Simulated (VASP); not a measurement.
Here is a VASP 6.6.1 calculation.

The input INCAR:

```
ALGO = Normal
EDIFF = 1E-6
ENCUT = 520
GGA = PS
ISIF = 2
ISMEAR = 0
LASPH = True
LCHARG = True
LELF = True
LREAL = False
LVHAR = True
LWAVE = False
NBANDS = 12
NELM = 80
PREC = Accurate
SIGMA = 0.1
```

The input KPOINTS:

```
k-points
0
Gamma
  10 10 16
```

The input POSCAR:

```
Be
1.0
    3.8187528288      0.0000000000      0.0000000000
    0.0000000000      3.8187528288      0.0000000000
    0.0000000000      0.0000000000      2.1882037760
Be
4
Direct
    0.3101622946      0.3629010076      0.0000000000
    0.6898377054      0.6370989924      0.0000000000
    0.1370989924      0.8101622946      0.5000000000
    0.8629010076      0.1898377054      0.5000000000
```

Potentials or basis: VASP PAW PBE potentials, release 64 (Be).

The run is started by

```console
$ cat potpaw_PBE.64/Be/POTCAR > POTCAR
$ mpirun -np 1 vasp_std > vasp.out
```

Question: Estimate the largest force.

Answer: 3.012 eV/Å.

Question: Estimate the band gap on the k mesh.

Answer: Zero (bands 4 and 5 overlap by 3.41 eV).

Question: Estimate the pressure.

Answer: 11.2 GPa.

Stress tensor (GPa, compression positive):
```
16.12  0.00  0.00
 0.00 16.12  0.00
 0.00  0.00  1.37
```

Caveat: the cell differs from its parent crystal (strained and its atoms moved); the cell stands under pressure; the PAW data sets were made with another functional, which shifts forces and pressure a little.
